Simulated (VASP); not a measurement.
Wanted: the native input for a VASP 6.6.1 run.

| Property | Result |
| --- | --- |
| Task | single point |
| Functional | PBEsol |
| Potentials or basis | VASP PAW PBE potentials, release 64 (Au) |
| Cutoff | 520 eV |
| k mesh | 12 × 12 × 12 |
| Occupations | fermi-dirac, width 0.06 eV |
| Spin | no spin polarisation |
| Dipole correction | no |
| Further INCAR settings | ALGO = Normal; EDIFF = 1e-07; NBANDS = 12 |

The structure of Au lies in POSCAR:

```
Au
1.0
    0.0000000000      2.0769770000      2.0769770000
    2.0769770000      0.0000000000      2.0769770000
    2.0769770000      2.0769770000      0.0000000000
Au
1
Direct
    0.0000000000      0.0000000000      0.0000000000
```

One way to write it, as run:

INCAR

```
SYSTEM = Au
  PREC = Accurate
  ENCUT = 520
  EDIFF = 1E-7
  ISMEAR = -1
  SIGMA = 0.06
  LREAL = .False.
  LASPH = .True.
  NELM = 100
  ALGO = Normal
  ISIF = 2
  LWAVE = .False.
  LCHARG = .False.
  GGA = PS
  NBANDS = 12
```

KPOINTS

```
regular mesh
0
Gamma
  12 12 12
  0 0 0
```

Potentials or basis: VASP PAW PBE potentials, release 64 (Au).

Launch:

```console
$ cat potpaw_PBE.64/Au/POTCAR > POTCAR
$ mpirun -np 1 vasp_std > vasp.out
```

Results of the run:

```
Pressure : -7.9 GPa
```

Caveat: the PAW data sets were made with another functional, which shifts forces and pressure a little.

Wall time 4.8 s on 1 thread of Intel(R) Xeon(R) 6975P-C (Granite Rapids), on a shared host, peak memory 0.15 GiB.
